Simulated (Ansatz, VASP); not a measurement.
Given: the input of a run of VASP 6.6.1 on HfC.

INCAR

```
SYSTEM = HfC
ALGO     = Normal         ! electronic algorithm
EDIFF    = 1E-6           ! SCF threshold, eV
ENCUT    = 600            ! plane-wave cutoff, eV
GGA      = LIBXC          ! functional
GGA_COMPAT= .FALSE.      
ISIF     = 2              ! what is computed and relaxed
ISMEAR   = 0              ! smearing method
LASPH    = .TRUE.         ! aspherical terms in the spheres
LCHARG   = .FALSE.        ! write CHGCAR
LIBXC1   = GGA_X_RPBE   
LIBXC2   = GGA_C_LYP    
LMAXMIX  = 4              ! l up to which the mixer works
LORBIT   = 11             ! projections on sites
LORBMOM  = .TRUE.       
LREAL    = .FALSE.        ! projectors in reciprocal space
LSORBIT  = .TRUE.         ! spin-orbit coupling
LWAVE    = .FALSE.        ! write WAVECAR
MAGMOM   = 0 0 0 0 0 0    ! initial moments
NBANDS   = 26             ! bands
NELM     = 200            ! most SCF steps
PREC     = Accurate       ! precision mode
SIGMA    = 0.025          ! smearing width, eV
```

KPOINTS

```
k-points
0
G
  8 8 8
  0 0 0
```

POSCAR

```
HfC
1.0
    0.0000000000      2.3403977997      2.3403977997
    2.3403977997      0.0000000000      2.3403977997
    2.3403977997      2.3403977997      0.0000000000
Hf C
1 1
Direct
    0.5000000000      0.5000000000      0.5000000000
    0.0000000000      0.0000000000      0.0000000000
```

Potentials or basis: VASP PAW PBE potentials, release 64 (Hf_pv, C).

Launch:

```console
$ cat potpaw_PBE.64/Hf_pv/POTCAR potpaw_PBE.64/C/POTCAR > POTCAR
$ mpirun -np 1 vasp_ncl > vasp.out
```

Translate it to Ansatz 0.2.0. Potentials there: all-electron LAPW, relativistic spinors.

As run (the cutoff follows the program's own potentials):

File input.yaml:

```yaml
crystal:
  lattice:
    - [0.0, 2.3403977997, 2.3403977997]
    - [2.3403977997, 0.0, 2.3403977997]
    - [2.3403977997, 2.3403977997, 0.0]
  atoms:
    - { symbol: Hf, position: [0.5, 0.5, 0.5] }
    - { symbol: C, position: [0.0, 0.0, 0.0] }
kpoints:
  mp_grid: { grid: [8, 8, 8] }
scf:
  occupations: { method: gaussian, width: 0.025 }
hamiltonian:
  xc: { exchange: rpbe, correlation: lyp }
  pseudopotentials: { kind: all_electron, lapw: { basis_error: 0.002 } }
magnetization:
  noncollinear: true
  spin_orbit: true
output:
  forces: true
  stress: true
  eigenvalues: true
```

Potentials or basis: all-electron LAPW, relativistic spinors.

Run with:

```bash
$ ansatz run input.yaml --threads 1 --pin off --max-ram 2560MiB --backend cpu --events-out ev --progress --plain --runs-dir out
```

Both were run:

|  | VASP | Ansatz | Ansatz less VASP |
| --- | --- | --- | --- |
| pressure (GPa) | 5.8 | 6.3 | +0.44 |

VASP's potentials were made for PBE, not for rpbe exchange, lyp correlation. Ansatz ran all-electron here, and VASP with PAW potentials.

Noted on Ansatz's run: the k mesh is thin for a metal, which can move the energy by tens of meV per atom.
